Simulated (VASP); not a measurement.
# Ta4C in VASP: notebook

Ta4C is run at these levels: PBE; tasks: single point, relaxation of the atoms.

Program: VASP 6.6.1. These are calculated values, not measurements. Logs are shortened: lines on timing, memory, paths and dates and some standing lists are left out, and cuts for length are marked.

## (1) The cell of the first run

The cell holds a slab with vacuum, 5 atoms: a = 3.319 Å, b = 3.319 Å, c = 20.300 Å, α = 90.00°, β = 90.00°, γ = 90.00°.

## (2) Single point, PBE

INCAR reads:

```
  PREC = Accurate
  ENCUT = 520
  EDIFF = 1E-7
  ISMEAR = 0
  SIGMA = 0.1
  LREAL = F
  LASPH = T
  NELM = 100
  ALGO = Normal
  ISIF = 2
  LWAVE = F
  LCHARG = T
  LDIPOL = T
  IDIPOL = 3
  DIPOL = 0.5 0.5 0.354
  GGA = PE
  LELF = T
  LVHAR = T
  LVACPOTAV = T
  NBANDS = 32
```

KPOINTS reads:

```
Automatic mesh
0
Gamma
  8 8 1
```

POSCAR reads:

```
Ta4C
1.0
    3.3189671341      0.0000000000      0.0000000000
    0.0000000000      3.3189671341      0.0000000000
    0.0000000000      0.0000000000     20.2996559613
Ta C
4 1
Direct
    0.5000000000      0.5000000000      0.1970476745
    0.0000000000      0.0000000000      0.2787970189
    0.5000000000      0.5000000000      0.3599139055
    0.0000000000      0.0000000000      0.4334879359
    0.2500000000      0.2500000000      0.5028063763
```

Potentials or basis: VASP PAW PBE potentials, release 64 (Ta_pv, C).

The run is started by

```
cat potpaw_PBE.64/Ta_pv/POTCAR potpaw_PBE.64/C/POTCAR > POTCAR
mpirun -np 1 vasp_std > vasp.out
```

OUTCAR:

```text
PREC = Accurate
   ENCUT = 520
   EDIFF = 1E-7
   ISMEAR = 0
   LREAL = F
   LASPH = T
   NELM = 100
   ISIF = 2
   GGA = PE

 ion  position               nearest neighbor table
   1  0.500  0.500  0.197-   2 2.87   2 2.87   2 2.87   2 2.87   3 3.31
   2  0.000  0.000  0.279-   3 2.87   3 2.87   3 2.87   3 2.87   1 2.87   1 2.87   1 2.87   1 2.87
                             4 3.14
   3  0.500  0.500  0.360-   4 2.78   4 2.78   4 2.78   4 2.78   2 2.87   2 2.87   2 2.87   2 2.87
                             1 3.31
   4  0.000  0.000  0.433-   5 1.83   3 2.78   3 2.78   3 2.78   3 2.78   2 3.14
   5  0.250  0.250  0.503-   4 1.83

  LATTYP: Found a simple tetragonal cell.
 ALAT       =     3.3189671341
 C/A-ratio  =     6.1162569984

  Lattice vectors:

 A1 = (   3.3189671341,   0.0000000000,   0.0000000000)
 A2 = (   0.0000000000,   3.3189671341,   0.0000000000)
 A3 = (   0.0000000000,   0.0000000000,  20.2996559613)

Analysis of symmetry for initial positions (statically):
=====================================================================
 Subroutine PRICEL returns:
 Original cell was already a primitive cell.

 Routine SETGRP: Setting up the symmetry group for a
 simple tetragonal supercell.

 Subroutine GETGRP returns: Found  2 space group operations
 (whereof  2 operations were pure point group operations)
 out of a pool of 16 trial point group operations.

The static configuration has the point symmetry C_1h.

Analysis of symmetry for dynamics (positions and initial velocities):
=====================================================================
 Subroutine PRICEL returns:
 Original cell was already a primitive cell.

 Routine SETGRP: Setting up the symmetry group for a
 simple tetragonal supercell.

 Subroutine GETGRP returns: Found  2 space group operations
 (whereof  2 operations were pure point group operations)
 out of a pool of 16 trial point group operations.

The dynamic configuration has the point symmetry C_1h.

 Subroutine INISYM returns: Found  2 space group operations
 (whereof  2 operations are pure point group operations),
 and found     1 'primitive' translations

----------------------------------------------------------------------------------------

                                     Primitive cell

  volume of cell :     223.6117

  direct lattice vectors                    reciprocal lattice vectors
     3.318967134  0.000000000  0.000000000     0.301298555  0.000000000  0.000000000
     0.000000000  3.318967134  0.000000000     0.000000000  0.301298555  0.000000000
     0.000000000  0.000000000 20.299655961     0.000000000  0.000000000  0.049261919

  length of vectors
     3.318967134  3.318967134 20.299655961     0.301298555  0.301298555  0.049261919

  position of ions in fractional coordinates (direct lattice)
     0.500000000  0.500000000  0.197047674
     0.000000000  0.000000000  0.278797019
     0.500000000  0.500000000  0.359913906
     0.000000000  0.000000000  0.433487936
     0.250000000  0.250000000  0.502806376

  ion indices of the primitive-cell ions
   primitive index   ion index
                 1           1
                 2           2
                 3           3
                 4           4
                 5           5

----------------------------------------------------------------------------------------

 KPOINTS: Automatic mesh

Automatic generation of k-mesh.
 Grid dimensions read from file:
 generate k-points for:    8    8    1

 Generating k-lattice:

  Cartesian coordinates                     Fractional coordinates (reciprocal lattice)
     0.037662319  0.000000000  0.000000000     0.125000000  0.000000000  0.000000000
     0.000000000  0.037662319  0.000000000     0.000000000  0.125000000  0.000000000
     0.000000000  0.000000000  0.049261919     0.000000000  0.000000000  1.000000000

  Length of vectors
     0.037662319  0.037662319  0.049261919

  Shift w.r.t. Gamma in fractional coordinates (k-lattice)
     0.000000000  0.000000000  0.000000000

 Subroutine IBZKPT returns following result:
 ===========================================

 Found     21 irreducible k-points:

 Following reciprocal coordinates:
            Coordinates               Weight
  0.000000  0.000000  0.000000      1.000000
  0.125000  0.000000  0.000000      4.000000
  0.250000  0.000000  0.000000      4.000000
  0.375000  0.000000  0.000000      4.000000
  0.500000  0.000000  0.000000      2.000000
  0.125000  0.125000  0.000000      2.000000
[... 13 lines left out ...]
  0.500000  0.375000  0.000000      4.000000
  0.500000  0.500000  0.000000      1.000000
   k-points           NKPTS =     21   k-points in BZ     NKDIM =     21   number of bands    NBANDS=     32
   number of dos      NEDOS =    301   number of ions     NIONS =      5
   total plane-waves  NPLWV = 125440
   dimension x,y,z NGX =    28 NGY =   28 NGZ =  160
   dimension x,y,z NGXF=    56 NGYF=   56 NGZF=  320
   ions per type =               4   1
   NGX,Y,Z   is equivalent  to a cutoff of  14.03, 14.03, 13.10 a.u.
   NGXF,Y,Z  is equivalent  to a cutoff of  28.05, 28.05, 26.21 a.u.
 SYSTEM =  unknown system
   PREC   = accura    normal or accurate (medium, high low for compatibility)
   ISTART =      0    job   : 0-new  1-cont  2-samecut
   ICHARG =      2    charge: 1-file 2-atom 10-const
   ISPIN  =      1    spin polarized calculation?
   LNONCOLLINEAR =      F non collinear calculations
   LSORBIT =      F    spin-orbit coupling
   LASPH  =      T    aspherical Exc in radial PAW
   ENCUT  =  520.0 eV  38.22 Ry    6.18 a.u.   6.17  6.17 37.74*2*pi/ulx,y,z
   NELM   =    100;   NELMIN=  2; NELMDL= -5     # of ELM steps
   EDIFF  = 0.1E-06   stopping-criterion for ELM
   LREAL  =      F    real-space projection
   EDIFFG = 0.1E-05   stopping-criterion for IOM
   NSW    =      0    number of steps for IOM
   IBRION =     -1    ionic relax: 0-MD 1-quasi-New 2-CG
   NFREE  =      0    steps in history (QN), initial steepest desc. (CG)
   ISIF   =      2    stress and relaxation
   ISYM   =      2    0-nonsym 1-usesym 2-fastsym
   POTIM  = 0.5000    time-step for ionic-motion
   TEBEG  =    0.0;   TEEND  =   0.0 temperature during run
   PSTRESS=    0.0 pullay stress
   NELECT =      48.0000    total number of electrons
   NUPDOWN=      -1.0000    fix difference up-down
   EMIN   =  10.00;   EMAX   =-10.00  energy-range for DOS
   EFERMI =   0.00;   METHOD = LEGACY
   ISMEAR =     0;   SIGMA  =   0.10  broadening in eV -4-tet -1-fermi 0-gaus
   EFERMI_NEDOS =   21; number of points for ismear=-14 and -15
   IALGO  =     38    algorithm
   IMIX   =      4    mixing-type and parameters
     AMIX     =   0.40;   BMIX     =  1.00
     AMIX_MAG =   1.60;   BMIX_MAG =  1.00
  volume/ion in A,a.u.               =      44.72       301.80
  Fermi-wavevector in a.u.,A,eV,Ry     =   0.980220  1.852348 13.072912  0.960832
  Thomas-Fermi vector in A             =   2.111134
   LORBIT       =      0    0 simple, 1 ext, 2 COOP (PROOUT), +10 PAW based schemes
   GGA     = PE    functional components
   LHFCALC =     F    Hartree Fock is set to
   AEXX    =    0.0000 exact exchange contribution
   IVDW    =     0    specifies the selected vdW correction
   LEPSILON=     F    determine dielectric tensor
   LRPA    =     F    only Hartree local field effects (RPA)
 non-spin polarized calculation
 Gauss-broadening in eV      SIGMA  =   0.10
  energy-cutoff  :      520.00
  volume of cell :      223.61
 maximum number of plane-waves:      6059
 NGX is ok and might be reduce to    28
   NGX = 13   NGY = 13   NGZ = 75

 dipolmoment           0.000000      0.000000     -0.006704 electrons x Angstroem

 number of electron      47.9999996 magnetization

 dipolmoment           0.000000      0.000000      0.141908 electrons x Angstroem

 Free energy of the ion-electron system (eV)
  ---------------------------------------------------
  ext. energy  EPLUGINS =         0.00000000
  ---------------------------------------------------
  free energy    TOTEN  =       -49.67057988 eV

  energy without entropy =      -49.65383231  energy(sigma->0) =      -49.66220610

 E-fermi :  -1.1154     XC(G=0):  -5.5864

 val. band max:       -1.1482312734   @ k =   0.3750   0.3750   0.0000
 cond. band min:      -1.1060591833   @ k =  -0.2500   0.2500   0.0000
 fundamental gap:      0.0421720902
 Fermi energy:        -1.1154400212

 k-point     1 :       0.0000    0.0000    0.0000
  band No.  band energies     occupation
      1     -36.1125      2.00000
      2     -35.9257      2.00000
      3     -35.9080      2.00000
      4     -35.3634      2.00000
      5     -35.3086      2.00000
      6     -35.2666      2.00000
[... 24 lines left out ...]
     31       0.9651      0.00000
     32       1.6435      0.00000

 k-point     2 :       0.1250    0.0000    0.0000
  band No.  band energies     occupation
      1     -36.1166      2.00000
      2     -35.9527      2.00000
      3     -35.9068      2.00000
      4     -35.3975      2.00000
      5     -35.3510      2.00000
      6     -35.2615      2.00000
[... 24 lines left out ...]
     31       1.2335      0.00000
     32       1.7120      0.00000

 k-point     3 :       0.2500    0.0000    0.0000
  band No.  band energies     occupation
      1     -36.1294      2.00000
      2     -36.0292      2.00000
      3     -35.8878      2.00000
      4     -35.4863      2.00000
      5     -35.4292      2.00000
      6     -35.1926      2.00000
[... 24 lines left out ...]
     31       1.4195      0.00000
     32       1.7563      0.00000

 k-point     4 :       0.3750    0.0000    0.0000
  band No.  band energies     occupation
      1     -36.1467      2.00000
      2     -36.1018      2.00000
      3     -35.8677      2.00000
      4     -35.5541      2.00000
      5     -35.5074      2.00000
      6     -35.1530      2.00000
[... 549 lines left out ...]
     31       2.6347      0.00000
     32       2.9848      0.00000

 k-point    20 :       0.5000    0.3750    0.0000
  band No.  band energies     occupation
      1     -36.1248      2.00000
      2     -36.1069      2.00000
      3     -36.0380      2.00000
      4     -35.6060      2.00000
      5     -35.5400      2.00000
      6     -35.2696      2.00000
[... 24 lines left out ...]
     31       2.5396      0.00000
     32       3.0550      0.00000

 k-point    21 :       0.5000    0.5000    0.0000
  band No.  band energies     occupation
      1     -36.1332      2.00000
      2     -36.1174      2.00000
      3     -36.0443      2.00000
      4     -35.6221      2.00000
      5     -35.5667      2.00000
      6     -35.1627      2.00000
[... 24 lines left out ...]
     31       2.6916      0.00000
     32       2.8119      0.00000

------------------------ aborting loop because EDIFF is reached ----------------------------------------

  FORCE on cell =-STRESS in cart. coord.  units (eV):
  Direction    XX          YY          ZZ          XY          YZ          ZX
  --------------------------------------------------------------------------------------
  -------------------------------------------------------------------------------------
  Total       -2.0047290     -2.0047290      0.0147756      1.0315119      2.7644585      2.7644616
  in kB      -14.3638769    -14.3638769      0.1058669      7.3907795     19.8073366     19.8073582
  external PRESSURE =      -9.5406289 kB  Pullay stress =       0.0000000 kB

 VOLUME and BASIS-vectors are now :
 -----------------------------------------------------------------------------
  energy-cutoff  :      520.00
  volume of cell :      223.61
      direct lattice vectors                 reciprocal lattice vectors
     3.318967134  0.000000000  0.000000000     0.301298555  0.000000000  0.000000000
     0.000000000  3.318967134  0.000000000     0.000000000  0.301298555  0.000000000
     0.000000000  0.000000000 20.299655961     0.000000000  0.000000000  0.049261919

 POSITION                                       TOTAL-FORCE (eV/Angst)
 -----------------------------------------------------------------------------------
      1.65948      1.65948      4.00000         0.054995      0.054995      1.210586
      0.00000      0.00000      5.65948         0.036543      0.036543     -1.146376
      1.65948      1.65948      7.30613        -0.056626     -0.056626     -1.382285
      0.00000      0.00000      8.79966        -2.208474     -2.208474      1.188517
      0.82974      0.82974     10.20680         2.173563      2.173563      0.129558
 -----------------------------------------------------------------------------------
    total drift:                               -0.000018     -0.000018     -0.000138

  FREE ENERGIE OF THE ION-ELECTRON SYSTEM (eV)
  ---------------------------------------------------
  free  energy   TOTEN  =       -49.6705798838 eV

  energy  without entropy=      -49.6538323121  energy(sigma->0) =      -49.66220610

 vacuum level on the upper side and lower side of the slab         5.196         2.864
```

Wall time 3.5 min (1 thread of Intel Xeon 6975P-C (Granite Rapids), shared host); peak memory 0.41 GiB.

What came out:

- Free energy: -49.6706 eV
- Largest force: 3.342 eV/Å
- Band gap on the k mesh: zero (bands 24 and 25 overlap by 0.59 eV)

Forces in eV/Å, atoms in the order of the input:
```
Ta   0.055  0.055  1.211
Ta   0.037  0.037 -1.146
Ta  -0.057 -0.057 -1.382
Ta  -2.208 -2.208  1.189
C    2.174  2.174  0.130
```

Caveat: spin-orbit coupling is left out, which moves the levels of the heavy elements.

## (3) Single point, PBE

INCAR reads:

```
SYSTEM = Ta4C
PREC = Accurate
ENCUT = 520
EDIFF = 1E-6
ISMEAR = 0
SIGMA = 0.1
LREAL = .FALSE.
LASPH = .TRUE.
NELM = 100
ALGO = Normal
ISIF = 2
LWAVE = .FALSE.
LCHARG = .FALSE.
LDIPOL = .TRUE.
IDIPOL = 3
DIPOL = 0.5 0.5 0.358
GGA = PE
NBANDS = 32
```

KPOINTS reads:

```
Automatic mesh
0
G
  8 8 1
  0 0 0
```

POSCAR, as its differences from that of step 2:

```diff
@@ -12,2 +12,2 @@
     0.0000000000      0.0000000000      0.4334879359
-    0.2500000000      0.2500000000      0.5028063763
+    0.1250000000      0.1250000000      0.5224862585
```

Potentials or basis: VASP PAW PBE potentials, release 64 (Ta_pv, C).

The run is started by

```
cat potpaw_PBE.64/Ta_pv/POTCAR potpaw_PBE.64/C/POTCAR > POTCAR
mpirun -np 1 vasp_std > vasp.out
```

Run time: 3 min. Hardware: 1 thread of Intel Xeon 6975P-C (Granite Rapids), shared host; peak memory 0.41 GiB.

Results (log left out):

```yaml
Free_energy: -48.5806 eV
Largest_force: 1.872 eV/Å
Band_gap_on_the_k_mesh: zero (bands 24 and 25 overlap by 0.65 eV)
```

Forces in eV/Å, atoms in the order of the input:
```
Ta   0.037  0.037  1.206
Ta   0.044  0.044 -1.236
Ta   0.045  0.045 -1.283
Ta  -1.013 -1.013  1.205
C    0.887  0.887  0.108
```

Levels at points of the mesh, in eV from the Fermi level:
```
           k point  band 20  band 21  band 22  band 23  band 24  band 25  band 26  band 27  band 28  band 29
(0.00, 0.00, 0.00)    -0.72    -0.18    -0.15     0.32     0.32     0.43     0.51     0.65     1.19     1.27
(0.50, 0.00, 0.00)    -1.47    -1.37    -0.86    -0.48     0.00     0.38     0.76     1.13     1.22     1.62
(0.50, 0.50, 0.00)    -1.87    -1.49    -1.16    -0.93    -0.24     0.24     0.75     2.05     2.07     2.36
```

Caveat: spin-orbit coupling is left out, which moves the levels of the heavy elements.

## (4) Single point, PBE

INCAR reads:

```
ALGO = Normal
DIPOL = 0.5 0.5 0.347
EDIFF = 1E-6
ENCUT = 520
GGA = PE
IDIPOL = 3
ISIF = 2
ISMEAR = 0
LASPH = True
LCHARG = True
LDIPOL = True
LELF = True
LREAL = False
LVACPOTAV = True
LVHAR = True
LWAVE = False
NBANDS = 32
NELM = 100
PREC = Accurate
SIGMA = 0.1
```

KPOINTS reads:

```
k-points
0
Gamma
  8 8 1
```

POSCAR, as its differences from that of step 3:

```diff
@@ -12,2 +12,2 @@
     0.0000000000      0.0000000000      0.4334879359
-    0.1250000000      0.1250000000      0.5224862585
+    0.3750000000      0.3750000000      0.4635518518
```

Potentials or basis: VASP PAW PBE potentials, release 64 (Ta_pv, C).

The run is started by

```
cat potpaw_PBE.64/Ta_pv/POTCAR potpaw_PBE.64/C/POTCAR > POTCAR
mpirun -np 1 vasp_std > vasp.out
```

OUTCAR:

```text
EDIFF = 1E-6
   ENCUT = 520
   GGA = PE
   ISIF = 2
   ISMEAR = 0
   LASPH = True
   LREAL = False
   NELM = 100
   PREC = Accurate

 ion  position               nearest neighbor table
   1  0.500  0.500  0.197-   2 2.87   2 2.87   2 2.87   2 2.87   3 3.31
   2  0.000  0.000  0.279-   3 2.87   3 2.87   3 2.87   3 2.87   1 2.87   1 2.87   1 2.87   1 2.87
                             4 3.14
   3  0.500  0.500  0.360-   5 2.18   4 2.78   4 2.78   4 2.78   4 2.78   2 2.87   2 2.87   2 2.87
                             2 2.87   1 3.31
   4  0.000  0.000  0.433-   5 1.86   5 2.49   5 2.49   3 2.78   3 2.78   3 2.78   3 2.78   2 3.14

   5  0.375  0.375  0.464-   4 1.86   3 2.18   4 2.49   4 2.49

[... 939 lines left out ...]
  Total       -0.2792183     -0.2792183      1.8903610      4.6832016      1.7151787      1.7151790
  in kB       -2.0005982     -2.0005982     13.5444304     33.5551243     12.2892497     12.2892522
  external PRESSURE =       3.1810780 kB  Pullay stress =       0.0000000 kB

 VOLUME and BASIS-vectors are now :
 -----------------------------------------------------------------------------
  energy-cutoff  :      520.00
  volume of cell :      223.61
      direct lattice vectors                 reciprocal lattice vectors
     3.318967134  0.000000000  0.000000000     0.301298555  0.000000000  0.000000000
     0.000000000  3.318967134  0.000000000     0.000000000  0.301298555  0.000000000
     0.000000000  0.000000000 20.299655961     0.000000000  0.000000000  0.049261919

 POSITION                                       TOTAL-FORCE (eV/Angst)
 -----------------------------------------------------------------------------------
      1.65948      1.65948      4.00000         0.011359      0.011359      1.463888
      0.00000      0.00000      5.65948         0.046528      0.046528     -1.299459
      1.65948      1.65948      7.30613        -0.040124     -0.040124     -3.222854
      0.00000      0.00000      8.79966        -3.059262     -3.059262      2.974643
      1.24461      1.24461      9.40994         3.041498      3.041498      0.083782
 -----------------------------------------------------------------------------------
    total drift:                                0.000002      0.000002      0.000009

  FREE ENERGIE OF THE ION-ELECTRON SYSTEM (eV)
  ---------------------------------------------------
  free  energy   TOTEN  =       -52.3506133248 eV

  energy  without entropy=      -52.3236021154  energy(sigma->0) =      -52.33710772

 vacuum level on the upper side and lower side of the slab         4.253         3.324
```

OSZICAR:

```text
N       E                     dE             d eps       ncg     rms          rms(c)
DAV:   1     0.353952525656E+03    0.35395E+03   -0.26420E+04  1680   0.130E+03
DAV:   2    -0.410790340587E+02   -0.39503E+03   -0.38387E+03  1672   0.339E+02
DAV:   3    -0.593475342728E+02   -0.18269E+02   -0.17522E+02  1768   0.647E+01
[... 20 lines left out ...]
DAV:  24    -0.523505739105E+02   -0.13001E-04   -0.99336E-07  1240   0.463E-03    0.358E-03
DAV:  25    -0.523505939235E+02   -0.20013E-04   -0.18062E-06  1256   0.642E-03    0.157E-03
DAV:  26    -0.523506095744E+02   -0.15651E-04   -0.11611E-06  1200   0.460E-03    0.527E-04
DAV:  27    -0.523506130781E+02   -0.35037E-05   -0.40059E-07  1144   0.251E-03    0.333E-04
DAV:  28    -0.523506133248E+02   -0.24665E-06   -0.86020E-08  1048   0.116E-03
   1 F= -.52350613E+02 E0= -.52337108E+02  d E =-.270112E-01
```

Wall time 3.2 min (1 thread of Intel Xeon 6975P-C (Granite Rapids), shared host); peak memory 0.41 GiB.

Results:

| Quantity | Value |
| --- | --- |
| Free energy | -52.3506 eV |
| Largest force | 5.250 eV/Å |
| Band gap on the k mesh | zero (bands 24 and 25 overlap by 0.54 eV) |

Forces in eV/Å, atoms in the order of the input:
```
Ta   0.011  0.011  1.464
Ta   0.047  0.047 -1.299
Ta  -0.040 -0.040 -3.223
Ta  -3.059 -3.059  2.975
C    3.041  3.041  0.084
```

Caveat: spin-orbit coupling is left out, which moves the levels of the heavy elements.

[end of part 1 of 2]
